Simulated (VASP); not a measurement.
# NiSn3 (Pm-3m) in VASP: single point with r2SCAN

Aim: the single point of NiSn3 with r2SCAN.

Everything below comes from runs of VASP 6.6.1. Logs are shortened: lines on timing, memory, paths and dates and some standing lists are left out, and cuts for length are marked.

## (1) The cell of the first run

Symmetry: Pm-3m, No. 221, cubic system. Conventional cell: a = 4.491 Å, b = 4.491 Å, c = 4.491 Å, α = 90.00°, β = 90.00°, γ = 90.00°. Sn (site symmetry 4/mmm) has 8 Sn at 3.18 Å and 4 Ni at 3.18 Å within 4.2 Å. Within 4.2 Å of Ni (site symmetry m-3m) lie 12 Sn at 3.18 Å.

## (2) Single point, r2SCAN

POSCAR reads:

```
NiSn3
1.0
    4.4912620975      0.0000000000      0.0000000000
    0.0000000000      4.4912620975      0.0000000000
    0.0000000000      0.0000000000      4.4912620975
Sn Ni
3 1
Direct
    0.0000000000      0.5000000000      0.5000000000
    0.5000000000      0.0000000000      0.5000000000
    0.5000000000      0.5000000000      0.0000000000
    0.0000000000      0.0000000000      0.0000000000
```

INCAR.step1 reads:

```
PREC = Accurate
ENCUT = 520
ISMEAR = 0
SIGMA = 0.1
LREAL = F
LASPH = T
NELM = 60
NBANDS = 34
GGA = PE
ALGO = Normal
EDIFF = 1E-4
LWAVE = T
LCHARG = F
```

INCAR.step2 reads:

```
PREC = Accurate
ENCUT = 520
EDIFF = 1E-7
ISMEAR = 0
SIGMA = 0.1
LREAL = F
LASPH = T
NELM = 60
ALGO = Normal
ISIF = 2
LWAVE = F
LCHARG = F
METAGGA = R2SCAN
LMIXTAU = T
NBANDS = 34
ISTART = 1
```

KPOINTS reads:

```
regular mesh
0
Gamma
  10 10 10
```

Potentials or basis: VASP PAW PBE potentials, release 64 (Sn_d, Ni).

Run with:

```bash
$ cat potpaw_PBE.64/Sn_d/POTCAR potpaw_PBE.64/Ni/POTCAR > POTCAR
$ cp INCAR.step1 INCAR
$ mpirun -np 1 vasp_std > vasp.out
$ cp INCAR.step2 INCAR
$ mpirun -np 1 vasp_std > vasp.out
```

OUTCAR:

```text
PREC = Accurate
   ENCUT = 520
   EDIFF = 1E-7
   ISMEAR = 0
   LREAL = F
   LASPH = T
   NELM = 60
   ISIF = 2
   METAGGA = R2SCAN
   ISTART = 1

 ion  position               nearest neighbor table
   1  0.000  0.500  0.500-   2 3.18   3 3.18   4 3.18   3 3.18   4 3.18   2 3.18   4 3.18   4 3.18
                             2 3.18   3 3.18   3 3.18   2 3.18
   2  0.500  0.000  0.500-   1 3.18   3 3.18   4 3.18   3 3.18   4 3.18   1 3.18   3 3.18   3 3.18
                             1 3.18   4 3.18   4 3.18   1 3.18
   3  0.500  0.500  0.000-   1 3.18   2 3.18   4 3.18   1 3.18   2 3.18   2 3.18   4 3.18   2 3.18
                             1 3.18   4 3.18   1 3.18   4 3.18
   4  0.000  0.000  0.000-   1 3.18   2 3.18   3 3.18   1 3.18   2 3.18   1 3.18   3 3.18   1 3.18
                             2 3.18   3 3.18   2 3.18   3 3.18

  LATTYP: Found a simple cubic cell.
 ALAT       =     4.4912620975

  Lattice vectors:

 A1 = (   4.4912620975,   0.0000000000,   0.0000000000)
 A2 = (   0.0000000000,   4.4912620975,   0.0000000000)
 A3 = (   0.0000000000,   0.0000000000,   4.4912620975)

Analysis of symmetry for initial positions (statically):
=====================================================================
 Subroutine PRICEL returns:
 Original cell was already a primitive cell.

 Routine SETGRP: Setting up the symmetry group for a
 simple cubic supercell.

 Subroutine GETGRP returns: Found 48 space group operations
 (whereof 48 operations were pure point group operations)
 out of a pool of 48 trial point group operations.

The static configuration has the point symmetry O_h .

Analysis of symmetry for dynamics (positions and initial velocities):
=====================================================================
 Subroutine PRICEL returns:
 Original cell was already a primitive cell.

 Routine SETGRP: Setting up the symmetry group for a
 simple cubic supercell.

 Subroutine GETGRP returns: Found 48 space group operations
 (whereof 48 operations were pure point group operations)
 out of a pool of 48 trial point group operations.

The dynamic configuration has the point symmetry O_h .

 Subroutine INISYM returns: Found 48 space group operations
 (whereof 48 operations are pure point group operations),
 and found     1 'primitive' translations

[... 97 lines left out ...]
   NELM   =     60;   NELMIN=  2; NELMDL=  0     # of ELM steps
   EDIFF  = 0.1E-06   stopping-criterion for ELM
   LREAL  =      F    real-space projection
   EDIFFG = 0.1E-05   stopping-criterion for IOM
   NSW    =      0    number of steps for IOM
   IBRION =     -1    ionic relax: 0-MD 1-quasi-New 2-CG
   NFREE  =      0    steps in history (QN), initial steepest desc. (CG)
   ISIF   =      2    stress and relaxation
   ISYM   =      2    0-nonsym 1-usesym 2-fastsym
   POTIM  = 0.5000    time-step for ionic-motion
   TEBEG  =    0.0;   TEEND  =   0.0 temperature during run
   PSTRESS=    0.0 pullay stress
   NELECT =      52.0000    total number of electrons
   NUPDOWN=      -1.0000    fix difference up-down
   EMIN   =  10.00;   EMAX   =-10.00  energy-range for DOS
   EFERMI =   0.00;   METHOD = LEGACY
   ISMEAR =     0;   SIGMA  =   0.10  broadening in eV -4-tet -1-fermi 0-gaus
   EFERMI_NEDOS =   21; number of points for ismear=-14 and -15
   IALGO  =     38    algorithm
   IMIX   =      4    mixing-type and parameters
     AMIX     =   0.40;   BMIX     =  1.00
     AMIX_MAG =   1.60;   BMIX_MAG =  1.00
  volume/ion in A,a.u.               =      22.65       152.84
  Fermi-wavevector in a.u.,A,eV,Ry     =   1.360528  2.571025 25.184887  1.851037
  Thomas-Fermi vector in A             =   2.487183
   LORBIT       =      0    0 simple, 1 ext, 2 COOP (PROOUT), +10 PAW based schemes
   METAGGA = R2SCAN    functional components
   LHFCALC =     F    Hartree Fock is set to
   AEXX    =    0.0000 exact exchange contribution
   IVDW    =     0    specifies the selected vdW correction
   LEPSILON=     F    determine dielectric tensor
   LRPA    =     F    only Hartree local field effects (RPA)
 non-spin polarized calculation
 Gauss-broadening in eV      SIGMA  =   0.10
  energy-cutoff  :      520.00
  volume of cell :       90.60
 maximum number of plane-waves:      2469
 NGX is ok and might be reduce to    36
   NGX = 17   NGY = 17   NGZ = 17

 number of electron      51.9999993 magnetization

 Free energy of the ion-electron system (eV)
  ---------------------------------------------------
  ext. energy  EPLUGINS =         0.00000000
  ---------------------------------------------------
  free energy    TOTEN  =       -84.42620807 eV

  energy without entropy =      -84.41335962  energy(sigma->0) =      -84.41978385

 E-fermi :   8.4478     XC(G=0): -11.7528

 val. band max:        8.4387407727   @ k =   0.5000   0.5000   0.3000
 cond. band min:       8.4597727823   @ k =   0.3000   0.1000   0.0000
 fundamental gap:      0.0210320096
 Fermi energy:         8.4477797722

 k-point     1 :       0.0000    0.0000    0.0000
  band No.  band energies     occupation
      1     -14.0045      2.00000
      2     -14.0045      2.00000
      3     -14.0045      2.00000
      4     -13.9810      2.00000
      5     -13.8375      2.00000
      6     -13.8375      2.00000
[... 877 lines left out ...]
     33      13.5595      0.00000
     34      15.5566      0.00000

 [... further k-points ...]

------------------------ aborting loop because EDIFF is reached ----------------------------------------

  FORCE on cell =-STRESS in cart. coord.  units (eV):
  Direction    XX          YY          ZZ          XY          YZ          ZX
  --------------------------------------------------------------------------------------
  -------------------------------------------------------------------------------------
  Total       -1.1581673     -1.1581673     -1.1581673      0.0000000      0.0000000      0.0000000
  in kB      -20.4822039    -20.4822039    -20.4822039      0.0000000      0.0000000      0.0000000
  external PRESSURE =     -20.4822039 kB  Pullay stress =       0.0000000 kB

 VOLUME and BASIS-vectors are now :
 -----------------------------------------------------------------------------
  energy-cutoff  :      520.00
  volume of cell :       90.60
      direct lattice vectors                 reciprocal lattice vectors
     4.491262097  0.000000000  0.000000000     0.222654563  0.000000000  0.000000000
     0.000000000  4.491262097  0.000000000     0.000000000  0.222654563  0.000000000
     0.000000000  0.000000000  4.491262097     0.000000000  0.000000000  0.222654563

 POSITION                                       TOTAL-FORCE (eV/Angst)
 -----------------------------------------------------------------------------------
      0.00000      2.24563      2.24563         0.000000      0.000000      0.000000
      2.24563      0.00000      2.24563         0.000000      0.000000      0.000000
      2.24563      2.24563      0.00000         0.000000      0.000000      0.000000
      0.00000      0.00000      0.00000         0.000000      0.000000      0.000000
 -----------------------------------------------------------------------------------
    total drift:                                0.000000      0.000000      0.000000

  FREE ENERGIE OF THE ION-ELECTRON SYSTEM (eV)
  ---------------------------------------------------
  free  energy   TOTEN  =       -84.4262080714 eV

  energy  without entropy=      -84.4133596248  energy(sigma->0) =      -84.41978385
```

OSZICAR.step1:

```text
N       E                     dE             d eps       ncg     rms          rms(c)
DAV:   1     0.484651179287E+03    0.48465E+03   -0.25297E+04  3888   0.243E+03
DAV:   2     0.484049749398E+02   -0.43625E+03   -0.42699E+03  3808   0.563E+02
DAV:   3    -0.136179289188E+02   -0.62023E+02   -0.60882E+02  4328   0.190E+02
DAV:   4    -0.163746154285E+02   -0.27567E+01   -0.27306E+01  4266   0.436E+01
DAV:   5    -0.164695115868E+02   -0.94896E-01   -0.94860E-01  5548   0.742E+00    0.879E+00
DAV:   6    -0.209927506434E+02   -0.45232E+01   -0.24361E+01  4162   0.458E+01    0.189E+01
DAV:   7    -0.162573644986E+02    0.47354E+01   -0.70967E+00  4246   0.330E+01    0.562E+00
DAV:   8    -0.159488673200E+02    0.30850E+00   -0.15503E+00  4472   0.952E+00    0.146E+00
DAV:   9    -0.159505101901E+02   -0.16429E-02   -0.18158E-01  4172   0.263E+00    0.274E-01
DAV:  10    -0.159493000340E+02    0.12102E-02   -0.10140E-02  4802   0.103E+00    0.130E-01
DAV:  11    -0.159491701987E+02    0.12984E-03   -0.47594E-04  3676   0.182E-01    0.752E-02
DAV:  12    -0.159491707378E+02   -0.53904E-06   -0.57704E-05  2076   0.788E-02
   1 F= -.15949171E+02 E0= -.15942003E+02  d E =-.143345E-01
```

It took 9.2 min on 1 thread of Intel Xeon 8259CL, shared host; peak memory 0.31 GiB.

Results:

- Free energy: -84.4262 eV
- Pressure: -2.0 GPa
- Band gap on the k mesh: zero (bands 26 and 27 overlap by 1.05 eV)

Levels at points of the mesh, in eV from the Fermi level:
| k point | band 23 | band 24 | band 25 | band 26 | band 27 | band 28 | band 29 | band 30 |
| --- | --- | --- | --- | --- | --- | --- | --- | --- |
| (0.00, 0.00, 0.00) | -1.04 | -1.04 | -0.62 | -0.62 | 0.23 | 3.19 | 3.19 | 3.19 |
| (0.50, 0.00, 0.00) | -1.03 | -0.33 | -0.33 | -0.16 | -0.16 | 0.20 | 0.91 | 1.75 |
| (0.50, 0.50, 0.00) | -0.97 | -0.96 | 0.15 | 0.19 | 1.33 | 1.33 | 1.65 | 1.65 |
| (0.50, 0.50, 0.50) | -1.13 | -0.91 | -0.91 | -0.64 | -0.64 | -0.64 | 7.58 | 7.58 |

Caveat: the PAW data sets were made with another functional, which shifts forces and pressure a little; spin-orbit coupling is left out, which moves the levels of the heavy elements. Spin polarisation is off, so any magnetic state and its effect on volume and gap are missing.
